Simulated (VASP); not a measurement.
# TiO2 (P4_2/mnm) in VASP: further runs, part 2 of 2

VASP 6.6.1.

**4. Single point, r2SCAN+U (uniaxial strain along c: -4.5 %)**

Input file POSCAR:

```
TiO2
1.0
    4.6490552867      0.0000000000      0.0000000000
    0.0000000000      4.6490552867      0.0000000000
    0.0000000000      0.0000000000      2.8584826272
Ti O
2 4
Direct
    0.5000000000      0.5000000000      0.0000000000
    0.0000000000      0.0000000000      0.5000000000
    0.6956231230      0.6956231230      0.5000000000
    0.8043768770      0.1956231230      0.0000000000
    0.1956231230      0.8043768770      0.0000000000
    0.3043768770      0.3043768770      0.5000000000
```

Input file INCAR.step1:

```
PREC = Accurate
ENCUT = 520
ISMEAR = 0
SIGMA = 0.02
LREAL = False
LASPH = True
NELM = 150
LMAXMIX = 4
LDAU = True
LDAUTYPE = 2
LDAUL = 2 -1
LDAUU = 4 0
LDAUJ = 0 0
NBANDS = 33
GGA = PE
ALGO = Normal
EDIFF = 1E-4
LWAVE = True
LCHARG = False
```

Input file INCAR.step2:

```
PREC = Accurate
ENCUT = 520
EDIFF = 1E-6
ISMEAR = 0
SIGMA = 0.02
LREAL = False
LASPH = True
NELM = 150
ALGO = Normal
ISIF = 2
LWAVE = False
LCHARG = False
LMAXMIX = 4
LDAU = True
LDAUTYPE = 2
LDAUL = 2 -1
LDAUU = 4 0
LDAUJ = 0 0
LDAUPRINT = 1
METAGGA = R2SCAN
LMIXTAU = True
NBANDS = 33
ISTART = 1
```

Input file KPOINTS:

```
regular mesh
0
Gamma
  6 6 8
```

Potentials or basis: VASP PAW PBE potentials, release 64 (Ti_sv, O).

Started as:

```sh
$ cat potpaw_PBE.64/Ti_sv/POTCAR potpaw_PBE.64/O/POTCAR > POTCAR
$ cp INCAR.step1 INCAR
$ mpirun -np 1 vasp_std > vasp.out
$ cp INCAR.step2 INCAR
$ mpirun -np 1 vasp_std > vasp.out
```

OUTCAR:

```text
PREC = Accurate
   ENCUT = 520
   EDIFF = 1E-6
   ISMEAR = 0
   LREAL = False
   LASPH = True
   NELM = 150
   ISIF = 2
   METAGGA = R2SCAN
   ISTART = 1

 ion  position               nearest neighbor table
   1  0.500  0.500  0.000-   3 1.92   6 1.92   3 1.92   6 1.92   5 2.00   4 2.00
   2  0.000  0.000  0.500-   4 1.92   5 1.92   4 1.92   5 1.92   3 2.00   6 2.00
   3  0.696  0.696  0.500-   1 1.92   1 1.92   2 2.00
   4  0.804  0.196  0.000-   2 1.92   2 1.92   1 2.00
   5  0.196  0.804  0.000-   2 1.92   2 1.92   1 2.00
   6  0.304  0.304  0.500-   1 1.92   1 1.92   2 2.00
[... 1144 lines left out ...]
  -------------------------------------------------------------------------------------
  Total        2.6782109      2.6782109     11.0843157      0.0000000      0.0000000      0.0000000
  in kB       69.4528985     69.4528985    287.4448230      0.0000000      0.0000000      0.0000000
  external PRESSURE =     142.1168733 kB  Pullay stress =       0.0000000 kB

 VOLUME and BASIS-vectors are now :
 -----------------------------------------------------------------------------
  energy-cutoff  :      520.00
  volume of cell :       61.78
      direct lattice vectors                 reciprocal lattice vectors
     4.649055287  0.000000000  0.000000000     0.215097464  0.000000000  0.000000000
     0.000000000  4.649055287  0.000000000     0.000000000  0.215097464  0.000000000
     0.000000000  0.000000000  2.858482627     0.000000000  0.000000000  0.349835955

 POSITION                                       TOTAL-FORCE (eV/Angst)
 -----------------------------------------------------------------------------------
      2.32453      2.32453      0.00000         0.000000      0.000000      0.000000
      0.00000      0.00000      1.42924         0.000000      0.000000      0.000000
      3.23399      3.23399      1.42924         0.253054      0.253054      0.000000
      3.73959      0.90946      0.00000        -0.253054      0.253054      0.000000
      0.90946      3.73959      0.00000         0.253054     -0.253054     -0.000000
      1.41506      1.41506      1.42924        -0.253054     -0.253054     -0.000000
 -----------------------------------------------------------------------------------
    total drift:                                0.000000      0.000000      0.000000

  FREE ENERGIE OF THE ION-ELECTRON SYSTEM (eV)
  ---------------------------------------------------
  free  energy   TOTEN  =       -64.4740395858 eV

  energy  without entropy=      -64.4740395858  energy(sigma->0) =      -64.47403959
```

OUTCAR.step1:

```text
PREC = Accurate
   ENCUT = 520
   ISMEAR = 0
   LREAL = False
   LASPH = True
[... 1107 lines left out ...]
      3.23399      3.23399      1.42924         0.280987      0.280987     -0.000000
      3.73959      0.90946      0.00000        -0.280987      0.280987      0.000000
      0.90946      3.73959      0.00000         0.280987     -0.280987      0.000000
      1.41506      1.41506      1.42924        -0.280987     -0.280987      0.000000
 -----------------------------------------------------------------------------------
    total drift:                                0.000000      0.000000      0.000000

  FREE ENERGIE OF THE ION-ELECTRON SYSTEM (eV)
  ---------------------------------------------------
  free  energy   TOTEN  =       -48.1140342239 eV

  energy  without entropy=      -48.1140342239  energy(sigma->0) =      -48.11403422
```

It took 3 min on 1 thread of Intel Xeon 6975P-C (Granite Rapids), shared host; peak memory 0.22 GiB.

What came out:

```yaml
Free_energy: -64.4740 eV
Pressure: 14.2 GPa
Largest_force: 0.358 eV/Å
Band_gap_on_the_k_mesh: 2.84 eV (least direct gap 2.88 eV)
```

Forces on the atoms (eV/Å):
```
Ti   0.000  0.000  0.000
Ti   0.000  0.000  0.000
O    0.253  0.253  0.000
O   -0.253  0.253  0.000
O    0.253 -0.253  0.000
O   -0.253 -0.253  0.000
```

Stress tensor (GPa, compression positive):
```
 6.95  0.00  0.00
 0.00  6.95  0.00
 0.00  0.00 28.74
```

Levels at points of the mesh, in eV from the valence-band top:
```csv
k point,band 20,band 21,band 22,band 23,band 24,band 25,band 26,band 27,band 28,band 29
"(0.00, 0.00, 0.00)",-1.84,-0.65,-0.54,-0.54,0.00,2.88,3.03,3.72,3.76,3.76
"(0.50, 0.00, 0.00)",-3.18,-1.44,-1.44,-0.77,-0.77,3.53,3.53,4.25,4.25,4.81
"(0.50, 0.50, 0.00)",-2.17,-1.22,-1.22,-1.21,-1.21,2.84,2.84,3.78,3.78,5.05
"(0.00, 0.00, 0.50)",-3.13,-2.21,-2.21,-1.52,-1.52,4.04,4.04,4.63,4.63,4.71
"(0.50, 0.00, 0.50)",-2.51,-2.01,-2.01,-1.09,-1.09,3.03,3.03,4.71,4.71,4.91
"(0.50, 0.50, 0.50)",-3.11,-1.21,-1.21,-0.76,-0.76,3.71,3.71,4.21,4.21,4.78
```

Eigenvalues of the final occupation matrices:
```
    site  spin  trace               eigenvalues
site 1 d     1   0.78  0.08 0.09 0.09 0.23 0.28
site 1 d     2   0.78  0.08 0.09 0.09 0.23 0.28
site 2 d     1   0.78  0.08 0.09 0.09 0.23 0.28
site 2 d     2   0.78  0.08 0.09 0.09 0.23 0.28
```

Caveat: the cell differs from its parent crystal (uniaxial strain along c: -4.5 %); the cell stands under pressure; the PAW data sets were made with another functional, which shifts forces and pressure a little. A k mesh can miss the band edges.

**5. Single point, r2SCAN+U (uniaxial strain along c: -4.5 %, then relaxed in part)**

Input file POSCAR:

```
TiO2
1.0
    4.6649846813      0.0000000000      0.0000000000
    0.0000000000      4.6649846813      0.0000000000
    0.0000000000      0.0000000000      2.8584826272
Ti O
2 4
Direct
    0.5000000000      0.5000000000      0.0000000000
    0.0000000000      0.0000000000      0.5000000000
    0.6961082524      0.6961082524      0.5000000000
    0.8038917476      0.1961082524      0.0000000000
    0.1961082524      0.8038917476      0.0000000000
    0.3038917476      0.3038917476      0.5000000000
```

Input file INCAR.step1:

```
  ALGO = Normal
  EDIFF = 1E-4
  ENCUT = 520
  GGA = PE
  ISMEAR = 0
  LASPH = T
  LCHARG = F
  LDAU = T
  LDAUJ = 0 0
  LDAUL = 2 -1
  LDAUTYPE = 2
  LDAUU = 4 0
  LMAXMIX = 4
  LREAL = F
  LWAVE = T
  NBANDS = 33
  NELM = 150
  PREC = Accurate
  SIGMA = 0.02
```

Input file INCAR.step2:

```
  ALGO = Normal
  EDIFF = 1E-6
  ENCUT = 520
  ISIF = 2
  ISMEAR = 0
  ISTART = 1
  LASPH = T
  LCHARG = F
  LDAU = T
  LDAUJ = 0 0
  LDAUL = 2 -1
  LDAUPRINT = 1
  LDAUTYPE = 2
  LDAUU = 4 0
  LMAXMIX = 4
  LMIXTAU = T
  LREAL = F
  LWAVE = F
  METAGGA = R2SCAN
  NBANDS = 33
  NELM = 150
  PREC = Accurate
  SIGMA = 0.02
```

Input file KPOINTS:

```
k-points
0
Gamma
  6 6 8
```

Started as:

```sh
$ cat potpaw_PBE.64/Ti_sv/POTCAR potpaw_PBE.64/O/POTCAR > POTCAR
$ cp INCAR.step1 INCAR
$ mpirun -np 1 vasp_std > vasp.out
$ cp INCAR.step2 INCAR
$ mpirun -np 1 vasp_std > vasp.out
```

Run time: 2.9 min. Hardware: 1 thread of Intel Xeon 6975P-C (Granite Rapids), shared host; peak memory 0.23 GiB.

Results (log left out):

| Item | Value |
| --- | --- |
| Free energy | -64.4942 eV |
| Pressure | 12.1 GPa |
| Largest force | 0.235 eV/Å |
| Band gap on the k mesh | 2.79 eV (least direct gap 2.84 eV) |

Forces on the atoms (eV/Å):
```
Ti   0.000  0.000  0.000
Ti   0.000  0.000  0.000
O    0.166  0.166  0.000
O   -0.166  0.166  0.000
O    0.166 -0.166  0.000
O   -0.166 -0.166  0.000
```

Stress tensor (GPa, compression positive):
```
 4.75  0.00  0.00
 0.00  4.75  0.00
 0.00  0.00 26.79
```

Levels at points of the mesh, in eV from the valence-band top:
```tsv
k point	band 20	band 21	band 22	band 23	band 24	band 25	band 26	band 27	band 28	band 29
(0.00, 0.00, 0.00)	-1.82	-0.64	-0.54	-0.54	0.00	2.84	2.97	3.69	3.73	3.73
(0.50, 0.00, 0.00)	-3.19	-1.42	-1.42	-0.76	-0.76	3.47	3.47	4.21	4.21	4.76
(0.50, 0.50, 0.00)	-2.16	-1.24	-1.24	-1.20	-1.20	2.79	2.79	3.75	3.75	5.01
(0.00, 0.00, 0.50)	-3.15	-2.18	-2.18	-1.52	-1.52	4.00	4.00	4.57	4.57	4.69
(0.50, 0.00, 0.50)	-2.50	-2.00	-2.00	-1.09	-1.09	3.00	3.00	4.68	4.68	4.85
(0.50, 0.50, 0.50)	-3.13	-1.21	-1.21	-0.76	-0.76	3.68	3.68	4.16	4.16	4.76
```

Eigenvalues of the final occupation matrices:
| site | spin | trace | eigenvalues |
| --- | --- | --- | --- |
| site 1 d | 1 | 0.78 | 0.08 0.09 0.09 0.23 0.28 |
| site 1 d | 2 | 0.78 | 0.08 0.09 0.09 0.23 0.28 |
| site 2 d | 1 | 0.78 | 0.08 0.09 0.09 0.23 0.28 |
| site 2 d | 2 | 0.78 | 0.08 0.09 0.09 0.23 0.28 |

Caveat: the cell differs from its parent crystal (uniaxial strain along c: -4.5 %, then relaxed in part); the cell stands under pressure; the PAW data sets were made with another functional, which shifts forces and pressure a little. A k mesh can miss the band edges.

**6. Single point, r2SCAN+U**

This run uses another cell than the first one, of 10.37 Å³/atom.

POSCAR is that of step 5.

Input file INCAR.step1:

```
SYSTEM = TiO2
  PREC = Accurate
  ENCUT = 520
  ISMEAR = 0
  SIGMA = 0.02
  LREAL = .FALSE.
  LASPH = .TRUE.
  NELM = 150
  LMAXMIX = 4
  LDAU = .TRUE.
  LDAUTYPE = 2
  LDAUL = 2 -1
  LDAUU = 4 0
  LDAUJ = 0 0
  NBANDS = 33
  GGA = PE
  ALGO = Normal
  EDIFF = 1E-4
  LWAVE = .TRUE.
  LCHARG = .FALSE.
```

Input file INCAR.step2:

```
SYSTEM = TiO2
  PREC = Accurate
  ENCUT = 520
  EDIFF = 1E-6
  ISMEAR = 0
  SIGMA = 0.02
  LREAL = .FALSE.
  LASPH = .TRUE.
  NELM = 150
  ALGO = Normal
  ISIF = 2
  LWAVE = .FALSE.
  LCHARG = .FALSE.
  LMAXMIX = 4
  LDAU = .TRUE.
  LDAUTYPE = 2
  LDAUL = 2 -1
  LDAUU = 4 0
  LDAUJ = 0 0
  LDAUPRINT = 1
  METAGGA = R2SCAN
  LMIXTAU = .TRUE.
  NBANDS = 33
  ISTART = 1
```

Input file KPOINTS:

```
regular mesh
0
G
  6 6 8
  0 0 0
```

Potentials or basis: VASP PAW PBE potentials, release 64 (Ti_sv, O).

Started as:

```sh
$ cat potpaw_PBE.64/Ti_sv/POTCAR potpaw_PBE.64/O/POTCAR > POTCAR
$ cp INCAR.step1 INCAR
$ mpirun -np 1 vasp_std > vasp.out
$ cp INCAR.step2 INCAR
$ mpirun -np 1 vasp_std > vasp.out
```

Wall time 3 min (1 thread of Intel Xeon 6975P-C (Granite Rapids), shared host); peak memory 0.23 GiB.

It converged, with:

```
Free energy            : -64.4942 eV
Pressure               : 12.1 GPa
Largest force          : 0.235 eV/Å
Band gap on the k mesh : 2.79 eV (least direct gap 2.84 eV)
```

Forces in eV/Å, atoms in the order of the input:
```
Ti   0.000  0.000  0.000
Ti   0.000  0.000  0.000
O    0.166  0.166  0.000
O   -0.166  0.166  0.000
O    0.166 -0.166  0.000
O   -0.166 -0.166  0.000
```

Stress tensor (GPa, compression positive):
```
 4.75  0.00  0.00
 0.00  4.75  0.00
 0.00  0.00 26.79
```

Levels at points of the mesh, in eV from the valence-band top:
```csv
k point,band 22,band 23,band 24,band 25,band 26,band 27
"(0.00, 0.00, 0.00)",-0.54,-0.54,0.00,2.84,2.97,3.69
"(0.50, 0.00, 0.00)",-1.42,-0.76,-0.76,3.47,3.47,4.21
"(0.50, 0.50, 0.00)",-1.24,-1.20,-1.20,2.79,2.79,3.75
"(0.00, 0.00, 0.50)",-2.18,-1.52,-1.52,4.00,4.00,4.57
"(0.50, 0.00, 0.50)",-2.00,-1.09,-1.09,3.00,3.00,4.68
"(0.50, 0.50, 0.50)",-1.21,-0.76,-0.76,3.68,3.68,4.16
```

Eigenvalues of the final occupation matrices:
```tsv
site	spin	trace	eigenvalues
site 1 d	1	0.78	0.08 0.09 0.09 0.23 0.28
site 1 d	2	0.78	0.08 0.09 0.09 0.23 0.28
site 2 d	1	0.78	0.08 0.09 0.09 0.23 0.28
site 2 d	2	0.78	0.08 0.09 0.09 0.23 0.28
```

Caveat: the cell stands under pressure; the PAW data sets were made with another functional, which shifts forces and pressure a little. A k mesh can miss the band edges.

**7. The runs side by side**

```csv
cell,gap on the mesh (eV),pressure (GPa),largest force (eV/Å)
"a = 4.580, b = 4.580, c = 3.038 Å, 6 atoms",2.75,2.1,0.07
"a = 4.553, b = 4.553, c = 3.083 Å, 6 atoms",2.74,0.8,0.09
"a = 4.649, b = 4.649, c = 2.858 Å, 6 atoms",2.84,14.2,0.36
"a = 4.665, b = 4.665, c = 2.858 Å, 6 atoms",2.79,12.1,0.23
```

Alike in all rows: task single point; level r2SCAN+U; potentials or basis VASP PAW PBE potentials, release 64 (Ti_sv, O); no spin polarisation; Ti d U = 4.0 eV; k mesh 6 × 6 × 8; cutoff (eV) 520; smearing gaussian 0.02 eV.

Caveats: the PAW data sets were made with another functional, which shifts forces and pressure a little; the cell stands under pressure (at least some runs).

Absolute energies hang on the potentials; compare differences alone.
